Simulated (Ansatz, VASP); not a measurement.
**KI in VASP and in Ansatz**

```
K I
1.0
     0.00000    3.63504    3.58733
     3.63504    0.00000    3.58733
     3.63504    3.63504    0.00000
K I
1 1
Direct
  0.96443 0.96443 0.03557
  0.51096 0.51096 0.48904
```

Change from the starting cell: mode 6 frozen in at -0.255 Å, equal normal strain along x and y +0.0133.

Alike in both runs: task single point; functional PBE; k mesh 6 × 6 × 6; occupations gaussian, width 0.05 eV; no spin polarisation.

|  | VASP | Ansatz |
| --- | --- | --- |
| version | VASP 6.6.1 | Ansatz 0.2.0 |
| potentials or method | VASP PAW PBE potentials, release 64 (K_sv, I), cutoff 520 eV | scalar-relativistic, plane waves, PAW |
| valence electrons in the cell | 16 | 26 |

|  | VASP | Ansatz | Ansatz less VASP |
| --- | --- | --- | --- |
| gap on the k mesh at the Fermi level (eV) | 3.83 | 3.83 | +0.003 |
| least direct gap on the mesh (eV) | 3.83 | 3.83 | +0.003 |
| pressure (GPa) | 0.2 | 0.2 | -0.02 |
| traceless stress, the component that is largest in VASP (GPa) | 1.09 | 1.08 | -0.011 |
| rms of the force components (eV/Å) | 0.227 | 0.225 | -0.0024 |

Atom by atom the forces differ by 0.002 eV/Å (rms over components). With one functional, cell and mesh, what is left measures potentials, basis and numerics. VASP's potentials hold 16 valence electrons a cell and Ansatz's 26, so a difference there can come from the potentials and not from the codes.

Spin-orbit coupling is off throughout.
